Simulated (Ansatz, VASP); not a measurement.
**Mg in VASP and in Ansatz**

```xyz
2
Lattice="3.1878 0.0000 0.0000 -1.5939 2.7607 0.0000 0.0000 0.0000 5.1753" Properties=species:S:1:pos:R:3 pbc="T T T"
Mg    1.5939    0.9202    3.8815
Mg    0.0000    1.8405    1.2938
```

Alike in both runs: task single point; functional SVWN5; k mesh 10 × 10 × 5; occupations fermi-dirac, width 0.05 eV; no spin polarisation.

|  | VASP | Ansatz |
| --- | --- | --- |
| version | VASP 6.6.1 | Ansatz 0.2.0 |
| potentials or method | VASP PAW PBE potentials, release 64 (Mg) | Ansatz PAW |
| plane-wave cutoff (eV) | 520 | 420 |
| valence electrons in the cell | 4 | 20 |

VASP gave:

| Quantity | Value |
| --- | --- |
| gap on the k mesh at the Fermi level (eV) | none |
| pressure (GPa) | -1.7 |
| traceless stress, the component that is largest in VASP (GPa) | 0.84 |

Estimate Ansatz's values.

gap on the k mesh at the Fermi level (eV): none; pressure (GPa): -1.8; traceless stress, the component that is largest in VASP (GPa): 0.86.

VASP's potentials were made for PBE, not for SVWN5. A gap of «none» marks a metal or a gap that the smearing closes. With one functional, cell and mesh, what is left measures potentials, basis and numerics. VASP's potentials hold 4 valence electrons a cell and Ansatz's 20, so a difference there can come from the potentials and not from the codes.
